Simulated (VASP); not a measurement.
## PbO2: relaxation of cell and atoms with PBE

Crystal: PbO2.

```
Pb O
1.0
     3.24000    0.00000    0.00000
    -1.62000    2.80592    0.00000
     0.00000    0.00000    3.56400
Pb O
1 2
Direct
  0.00000 0.00000 0.00000
  0.33333 0.66667 0.50000
  0.66667 0.33333 0.50000
```

```
Program                : VASP 6.6.1
Task                   : relaxation of cell and atoms
Functional             : PBE
Potentials or basis    : VASP PAW PBE potentials, release 64 (Pb_d, O)
Cutoff                 : 600 eV
k mesh                 : 8 × 8 × 6
Occupations            : fermi-dirac, width 0.02 eV
Spin                   : no spin polarisation
Target pressure        : 40 GPa
Dipole correction      : no
Further INCAR settings : ALGO = Normal; EDIFF = 1e-06; IBRION = 2; EDIFFG = -0.01; NSW = 80; ISIF = 3
```

| Item | Value |
| --- | --- |
| Relaxed volume | 10.97 Å³/atom |
| Relaxed cell | a = 3.573 Å, b = 3.573 Å, c = 2.975 Å, α = 90.00°, β = 90.00°, γ = 120.00° |
| Space group after relaxing (to 0.1 Å) | P6/mmm (No. 191) |
| Energy change on relaxing (the run minimises the enthalpy) | -406.1 meV/atom |
| Ionic steps | 9 |
| Pressure after relaxing | 40.0 GPa |
| Band gap on the k mesh | zero (bands 13 and 14 overlap by 1.33 eV) |

Stress tensor (GPa, compression positive):
```
40.05  0.00  0.00
 0.00 40.05  0.00
 0.00  0.00 39.96
```

The path:
```tsv
step	energy change (eV)	largest force (eV/Å)	pressure (GPa)	volume (Å³)
1	0.0000	0.0000	56.37	32.40
2	-1.7740	0.0000	17.45	37.60
3	-1.4926	0.0000	25.18	36.31
4	-1.4099	0.0000	33.35	33.74
5	-1.4007	0.0000	33.55	33.71
6	-0.9094	0.0000	50.09	31.83
7	-1.2307	0.0000	39.66	32.95
8	-1.2269	0.0000	39.80	32.93
9	-1.2182	0.0000	40.02	32.90
```

Final structure:
```xyz
3
Lattice="3.5732 0.0000 0.0000 -1.7866 3.0944 0.0000 0.0000 0.0000 2.9754" Properties=species:S:1:pos:R:3 pbc="T T T"
Pb    0.0000    0.0000    0.0000
O     0.0000    2.0630    1.4877
O     1.7866    1.0315    1.4877
```

Levels at points of the mesh, in eV from the Fermi level:
| k point | band 11 | band 12 | band 13 | band 14 | band 15 | band 16 |
| --- | --- | --- | --- | --- | --- | --- |
| (0.00, 0.00, 0.00) | -4.06 | -2.20 | -2.20 | -0.82 | 8.99 | 8.99 |
| (0.50, 0.00, 0.00) | -1.98 | -1.35 | -0.23 | 0.44 | 3.39 | 8.08 |
| (0.00, 0.00, 0.50) | -2.19 | -0.67 | -0.67 | 1.53 | 1.53 | 8.32 |
| (0.50, 0.00, 0.50) | -5.24 | -1.38 | -0.71 | 0.35 | 3.94 | 5.15 |

Run time: 3.9 min on 1 thread of Intel Xeon 8259CL, with other jobs on the host, peak memory 0.18 GiB.

Caveat: the cell is relaxed towards a set pressure, so the run minimises the enthalpy, not the energy; a cell axis changed by over 15 % at a fixed basis, so the end point is rough; spin-orbit coupling is left out, which moves the levels of the heavy elements.
